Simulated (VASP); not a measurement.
# PtSe2 (P-3m1) in VASP: a series of runs

PtSe2 is run at these levels: RPBE+D4; tasks: single point, relaxation of shape and atoms at fixed volume.

Program: VASP 6.6.1. These are calculated values, not measurements. Logs are shortened: lines on timing, memory, paths and dates and some standing lists are left out, and cuts for length are marked.

### Step 1. The cell of the first run

The structure is trigonal, space group P-3m1 (No. 164). The conventional cell has a = 3.755 Å, b = 3.755 Å, c = 4.632 Å, α = 90.00°, β = 90.00°, γ = 120.00°. Pt (site symmetry -3m) has 6 Se at 2.52 Å within 3.3 Å. Within 3.3 Å of Se (site symmetry 3m) lie 3 Pt at 2.52 Å and 3 Se at 3.01 Å.

### Step 2. Single point, RPBE+D4

The input, INCAR:

```
SYSTEM = PtSe2
  PREC = Accurate
  ENCUT = 520
  EDIFF = 1E-6
  ISMEAR = 0
  SIGMA = 0.05
  LREAL = .FALSE.
  LASPH = .TRUE.
  NELM = 60
  ALGO = Normal
  ISIF = 2
  LWAVE = .FALSE.
  LCHARG = .FALSE.
  GGA = RP
  IVDW = 13
  NBANDS = 18
```

The input, KPOINTS:

```
regular mesh
0
G
  8 8 6
  0 0 0
```

The input, POSCAR:

```
PtSe2
1.0
    3.7549612167      0.0000000001      0.0000000000
   -1.8774806084      3.2518918039      0.0000000000
    0.0000000000      0.0000000000      4.6321687083
Pt Se
1 2
Direct
    0.0000000000      0.0000000000      0.0000000000
    0.3333333333      0.6666666667      0.2752740577
    0.6666666667      0.3333333333      0.7247259423
```

Potentials or basis: VASP PAW PBE potentials, release 64 (Pt, Se).

On the command line:

```bash
cat potpaw_PBE.64/Pt/POTCAR potpaw_PBE.64/Se/POTCAR > POTCAR
mpirun -np 1 vasp_std > vasp.out
```

OUTCAR:

```text
SYSTEM = PtSe2
   PREC = Accurate
   ENCUT = 520
   EDIFF = 1E-6
   ISMEAR = 0
   LREAL = .FALSE.
   LASPH = .TRUE.
   NELM = 60
   ISIF = 2
   GGA = RP
   IVDW = 13

 ion  position               nearest neighbor table
   1  0.000  0.000  0.000-   2 2.52   3 2.52   3 2.52   2 2.52   3 2.52   2 2.52
   2  0.333  0.667  0.275-   1 2.52   1 2.52   1 2.52
   3  0.667  0.333  0.725-   1 2.52   1 2.52   1 2.52

  LATTYP: Found a hexagonal cell.
 ALAT       =     3.7549612167
 C/A-ratio  =     1.2336129299

  Lattice vectors:

 A1 = (   3.7549612167,   0.0000000001,   0.0000000000)
 A2 = (  -1.8774806084,   3.2518918039,   0.0000000000)
 A3 = (   0.0000000000,   0.0000000000,   4.6321687083)

Analysis of symmetry for initial positions (statically):
=====================================================================
 Subroutine PRICEL returns:
 Original cell was already a primitive cell.

 Routine SETGRP: Setting up the symmetry group for a
 hexagonal supercell.

 Subroutine GETGRP returns: Found 12 space group operations
 (whereof 12 operations were pure point group operations)
 out of a pool of 24 trial point group operations.

The static configuration has the point symmetry D_3d.

Analysis of symmetry for dynamics (positions and initial velocities):
=====================================================================
 Subroutine PRICEL returns:
 Original cell was already a primitive cell.

 Routine SETGRP: Setting up the symmetry group for a
 hexagonal supercell.

 Subroutine GETGRP returns: Found 12 space group operations
 (whereof 12 operations were pure point group operations)
 out of a pool of 24 trial point group operations.

The dynamic configuration has the point symmetry D_3d.

 Subroutine INISYM returns: Found 12 space group operations
 (whereof 12 operations are pure point group operations),
 and found     1 'primitive' translations

----------------------------------------------------------------------------------------

                                     Primitive cell

  volume of cell :      56.5622

  direct lattice vectors                    reciprocal lattice vectors
     3.754961217  0.000000000  0.000000000     0.266314335  0.153756653  0.000000000
    -1.877480608  3.251891804  0.000000000    -0.000000000  0.307513306  0.000000000
     0.000000000  0.000000000  4.632168708     0.000000000  0.000000000  0.215881602

  length of vectors
     3.754961217  3.754961217  4.632168708     0.307513306  0.307513306  0.215881602

  position of ions in fractional coordinates (direct lattice)
     0.000000000  0.000000000  0.000000000
     0.333333333  0.666666667  0.275274058
     0.666666667  0.333333333  0.724725942

  ion indices of the primitive-cell ions
   primitive index   ion index
                 1           1
                 2           2
                 3           3

----------------------------------------------------------------------------------------

 KPOINTS: regular mesh

Automatic generation of k-mesh.
 Grid dimensions read from file:
 generate k-points for:    8    8    6

 Generating k-lattice:

  Cartesian coordinates                     Fractional coordinates (reciprocal lattice)
     0.033289292  0.019219582  0.000000000     0.125000000  0.000000000  0.000000000
    -0.000000000  0.038439163  0.000000000     0.000000000  0.125000000  0.000000000
     0.000000000  0.000000000  0.035980267     0.000000000  0.000000000  0.166666667

  Length of vectors
     0.038439163  0.038439163  0.035980267

  Shift w.r.t. Gamma in fractional coordinates (k-lattice)
     0.000000000  0.000000000  0.000000000

 Subroutine IBZKPT returns following result:
 ===========================================

 Found     50 irreducible k-points:

 Following reciprocal coordinates:
            Coordinates               Weight
  0.000000  0.000000  0.000000      1.000000
  0.125000  0.000000  0.000000      6.000000
  0.250000  0.000000  0.000000      6.000000
  0.375000  0.000000  0.000000      6.000000
  0.500000  0.000000  0.000000      3.000000
  0.125000  0.125000  0.000000      6.000000
[... 16 lines left out ...]
 -0.125000  0.500000  0.166667     12.000000
  0.250000  0.250000  0.166667     12.000000
 [... further k-points ...]
   k-points           NKPTS =     50   k-points in BZ     NKDIM =     50   number of bands    NBANDS=     18
   number of dos      NEDOS =    301   number of ions     NIONS =      3
   total plane-waves  NPLWV =  28224
   dimension x,y,z NGX =    28 NGY =   28 NGZ =   36
   dimension x,y,z NGXF=    56 NGYF=   56 NGZF=   72
   ions per type =               1   2
   NGX,Y,Z   is equivalent  to a cutoff of  12.40, 12.40, 12.92 a.u.
   NGXF,Y,Z  is equivalent  to a cutoff of  24.79, 24.79, 25.84 a.u.
 SYSTEM =  PtSe2
   PREC   = accura    normal or accurate (medium, high low for compatibility)
   ISTART =      0    job   : 0-new  1-cont  2-samecut
   ICHARG =      2    charge: 1-file 2-atom 10-const
   ISPIN  =      1    spin polarized calculation?
   LNONCOLLINEAR =      F non collinear calculations
   LSORBIT =      F    spin-orbit coupling
   LASPH  =      T    aspherical Exc in radial PAW
   ENCUT  =  520.0 eV  38.22 Ry    6.18 a.u.   6.98  6.98  8.61*2*pi/ulx,y,z
   NELM   =     60;   NELMIN=  2; NELMDL= -5     # of ELM steps
   EDIFF  = 0.1E-05   stopping-criterion for ELM
   LREAL  =      F    real-space projection
   EDIFFG = 0.1E-04   stopping-criterion for IOM
   NSW    =      0    number of steps for IOM
   IBRION =     -1    ionic relax: 0-MD 1-quasi-New 2-CG
   NFREE  =      0    steps in history (QN), initial steepest desc. (CG)
   ISIF   =      2    stress and relaxation
   ISYM   =      2    0-nonsym 1-usesym 2-fastsym
   POTIM  = 0.5000    time-step for ionic-motion
   TEBEG  =    0.0;   TEEND  =   0.0 temperature during run
   PSTRESS=    0.0 pullay stress
   NELECT =      22.0000    total number of electrons
   NUPDOWN=      -1.0000    fix difference up-down
   EMIN   =  10.00;   EMAX   =-10.00  energy-range for DOS
   EFERMI =   0.00;   METHOD = LEGACY
   ISMEAR =     0;   SIGMA  =   0.05  broadening in eV -4-tet -1-fermi 0-gaus
   EFERMI_NEDOS =   21; number of points for ismear=-14 and -15
   IALGO  =     38    algorithm
   IMIX   =      4    mixing-type and parameters
     AMIX     =   0.40;   BMIX     =  1.00
     AMIX_MAG =   1.60;   BMIX_MAG =  1.00
  volume/ion in A,a.u.               =      18.85       127.23
  Fermi-wavevector in a.u.,A,eV,Ry     =   1.195016  2.258253 19.429983  1.428063
  Thomas-Fermi vector in A             =   2.330992
   LORBIT       =      0    0 simple, 1 ext, 2 COOP (PROOUT), +10 PAW based schemes
   GGA     = RP    functional components
   LHFCALC =     F    Hartree Fock is set to
   AEXX    =    0.0000 exact exchange contribution
   IVDW    =    13    specifies the selected vdW correction
   LEPSILON=     F    determine dielectric tensor
   LRPA    =     F    only Hartree local field effects (RPA)
 non-spin polarized calculation
 Gauss-broadening in eV      SIGMA  =   0.05
  energy-cutoff  :      520.00
  volume of cell :       56.56
 maximum number of plane-waves:      1536
   NGX = 13   NGY = 13   NGZ = 17

 number of electron      21.9999996 magnetization

 Free energy of the ion-electron system (eV)
  ---------------------------------------------------
  ext. energy  EPLUGINS =         0.00000000
  ---------------------------------------------------
  free energy    TOTEN  =       -12.62704308 eV

  energy without entropy =      -12.62634107  energy(sigma->0) =      -12.62669208

 E-fermi :   7.3997     XC(G=0): -11.0169

 val. band max:        7.3766922830   @ k =   0.1250   0.1250   0.5000
 cond. band min:       7.5824887417   @ k =   0.0000   0.0000   0.1667
 fundamental gap:      0.2057964586
 Fermi energy:         7.3996741162

 k-point     1 :       0.0000    0.0000    0.0000
  band No.  band energies     occupation
      1      -8.5724      2.00000
      2      -4.9916      2.00000
      3       0.0802      2.00000
      4       1.0547      2.00000
      5       1.0547      2.00000
      6       3.5795      2.00000
[... 10 lines left out ...]
     17      14.6968      0.00000
     18      19.2080      0.00000

 k-point     2 :       0.1250    0.0000    0.0000
  band No.  band energies     occupation
      1      -8.3994      2.00000
      2      -5.1206      2.00000
      3       0.2967      2.00000
      4       1.1667      2.00000
      5       1.2592      2.00000
      6       3.3260      2.00000
[... 10 lines left out ...]
     17      15.1589      0.00000
     18      17.3826      0.00000

 k-point     3 :       0.2500    0.0000    0.0000
  band No.  band energies     occupation
      1      -7.9141      2.00000
      2      -5.4452      2.00000
      3       0.8826      2.00000
      4       1.4579      2.00000
      5       1.6488      2.00000
      6       2.3731      2.00000
[... 10 lines left out ...]
     17      15.6254      0.00000
     18      16.0556      0.00000

 k-point     4 :       0.3750    0.0000    0.0000
  band No.  band energies     occupation
      1      -7.2329      2.00000
      2      -5.8782      2.00000
      3       0.6604      2.00000
      4       1.7221      2.00000
      5       1.7671      2.00000
      6       2.8255      2.00000
[... 375 lines left out ...]
      4       1.4677      2.00000
      5       2.2170      2.00000
      6       2.2965      2.00000
[... 10 lines left out ...]
     17      16.8249      0.00000
     18      17.3464      0.00000

 k-point    23 :      -0.1250    0.5000    0.1667
  band No.  band energies     occupation
      1      -6.8442      2.00000
      2      -6.0213      2.00000
      3       0.1173      2.00000
      4       1.2136      2.00000
      5       1.8247      2.00000
      6       2.9204      2.00000
[... 10 lines left out ...]
     17      16.3272      0.00000
     18      18.0790      0.00000

 k-point    24 :       0.2500    0.2500    0.1667
  band No.  band energies     occupation
      1      -6.8503      2.00000
      2      -6.0250      2.00000
      3       0.6128      2.00000
      4       1.1300      2.00000
      5       1.5506      2.00000
      6       2.5926      2.00000
[... 10 lines left out ...]
     17      15.7918      0.00000
     18      16.8839      0.00000

 [... further k-points ...]

------------------------ aborting loop because EDIFF is reached ----------------------------------------

  DFT-D4 for vdW energy calculation

  Edisp (eV):   -3.22813

  FORCE on cell =-STRESS in cart. coord.  units (eV):
  Direction    XX          YY          ZZ          XY          YZ          ZX
  --------------------------------------------------------------------------------------
  -------------------------------------------------------------------------------------
  Total       0.30862     0.30862     0.34578     0.00000    -0.00000     0.00000
  in kB       8.74184     8.74184     9.79450     0.00000    -0.00000     0.00000
  external pressure =        9.09 kB  Pullay stress =        0.00 kB

 VOLUME and BASIS-vectors are now :
 -----------------------------------------------------------------------------
  energy-cutoff  :      520.00
  volume of cell :       56.56
      direct lattice vectors                 reciprocal lattice vectors
     3.754961217  0.000000000  0.000000000     0.266314335  0.153756653  0.000000000
    -1.877480608  3.251891804  0.000000000    -0.000000000  0.307513306  0.000000000
     0.000000000  0.000000000  4.632168708     0.000000000  0.000000000  0.215881602

 POSITION                                       TOTAL-FORCE (eV/Angst)
 -----------------------------------------------------------------------------------
      0.00000      0.00000      0.00000        -0.000000      0.000000      0.000000
     -0.00000      2.16793      1.27512         0.000000      0.000000     -0.002129
      1.87748      1.08396      3.35705        -0.000000     -0.000000      0.002129
 -----------------------------------------------------------------------------------
    total drift:                               -0.000000      0.000000      0.000000

  FREE ENERGIE OF THE ION-ELECTRON SYSTEM (eV)
  ---------------------------------------------------
  free  energy   TOTEN  =       -15.8551702847 eV

  energy  without entropy=      -15.8544682731  energy(sigma->0) =      -15.85481928
```

Run time: 57 s. Hardware: 1 thread of Intel Xeon 6975P-C, shared host; peak memory 0.2 GiB.

Results:

- Free energy: -15.8552 eV
- Pressure: 0.9 GPa
- Band gap on the k mesh: zero (band 11 reaches 8.25 eV, above the bottom of band 12 at 7.37 eV)
- Dispersion energy per atom: -1.076 eV

Forces in eV/Å, atoms in the order of the input:
```
Pt   0.000  0.000  0.000
Se   0.000  0.000 -0.002
Se   0.000  0.000  0.002
```

Caveat: the PAW data sets were made with another functional, which shifts forces and pressure a little; spin-orbit coupling is left out, which moves the levels of the heavy elements; pairwise dispersion overbinds metals, which lowers pressure and volume.

### Step 3. Relaxation of shape and atoms at fixed volume, RPBE+D4

This run uses another cell than the first one, of the same volume but with other edges.

The input, INCAR:

```
SYSTEM = PtSe2
  ALGO = Normal
  EDIFF = 1E-6
  EDIFFG = -0.04
  ENCUT = 600
  GGA = RP
  IBRION = 2
  ISIF = 4
  ISMEAR = 0
  IVDW = 13
  LASPH = .True.
  LCHARG = .False.
  LREAL = .False.
  LWAVE = .False.
  NELM = 80
  NSW = 60
  PREC = Accurate
  SIGMA = 0.05
```

The input, KPOINTS:

```
k-points
0
Gamma
  8 8 6
  0 0 0
```

The input, POSCAR:

```
PtSe2
1.0
    3.7145503645      0.0000000001      0.0000000000
   -1.8572751823      3.2168949792      0.0000000000
    0.0000000000      0.0000000000      4.7335043170
Pt Se
1 2
Direct
    0.0000000000      0.0000000000      0.0000000000
    0.3333333333      0.6666666667      0.2676196741
    0.6666666667      0.3333333333      0.7323803259
```

Potentials or basis: VASP PAW PBE potentials, release 64 (Pt, Se).

On the command line:

```bash
cat potpaw_PBE.64/Pt/POTCAR potpaw_PBE.64/Se/POTCAR > POTCAR
mpirun -np 1 vasp_std > vasp.out
```

Wall time 3.4 min (1 thread of Intel Xeon 6975P-C, shared host); peak memory 0.22 GiB.

Results (log left out):

```
Free energy                  : -15.8553 eV
Energy gained by relaxing    : 8.9 meV/atom
Ionic steps                  : 5
Pressure after relaxing      : 1.0 GPa
Largest force after relaxing : 0.023 eV/Å
Band gap on the k mesh       : zero (band 11 reaches 8.26 eV, above the bottom of band 12 at 7.38 eV)
Dispersion energy per atom   : -1.076 eV
```

Forces in eV/Å, atoms in the order of the input:
```
Pt   0.000  0.000  0.000
Se   0.000  0.000 -0.023
Se   0.000  0.000  0.023
```

Stress tensor (GPa, compression positive):
```
1.15 0.00 0.00
0.00 1.15 0.00
0.00 0.00 0.78
```

The path:
```csv
step,energy change (eV),largest force (eV/Å),pressure (GPa),volume (Å³)
1,0.0000,0.5231,4.08,56.56
2,-0.0225,0.1534,2.11,56.56
3,-0.0257,0.0718,0.99,56.56
4,-0.0257,0.0496,1.11,56.56
5,-0.0266,0.0232,1.02,56.56
```

Final structure:
```
CELL_PARAMETERS angstrom
3.74719 0.00000 0.00000
-1.87359 3.24516 0.00000
0.00000 0.00000 4.65141
ATOMIC_POSITIONS crystal
Pt 0.00000 0.00000 0.00000
Se 0.33333 0.66667 0.27556
Se 0.66667 0.33333 0.72444
```

Levels at points of the mesh, in eV from the Fermi level:
| k point | band 8 | band 9 | band 10 | band 11 | band 12 | band 13 | band 14 | band 15 |
| --- | --- | --- | --- | --- | --- | --- | --- | --- |
| (0.00, 0.00, 0.00) | -2.50 | -0.98 | -0.98 | 0.86 | 0.86 | 0.95 | 3.29 | 4.43 |
| (0.50, 0.00, 0.00) | -3.51 | -3.33 | -3.27 | -2.95 | 0.49 | 2.77 | 5.38 | 6.39 |
| (0.00, 0.00, 0.50) | -2.93 | -1.94 | -1.94 | -1.69 | 2.50 | 2.50 | 5.19 | 6.53 |
| (0.50, 0.00, 0.50) | -3.36 | -3.08 | -2.48 | -1.01 | 0.40 | 1.63 | 5.07 | 5.36 |

Caveat: the PAW data sets were made with another functional, which shifts forces and pressure a little; spin-orbit coupling is left out, which moves the levels of the heavy elements; pairwise dispersion overbinds metals, which lowers pressure and volume.
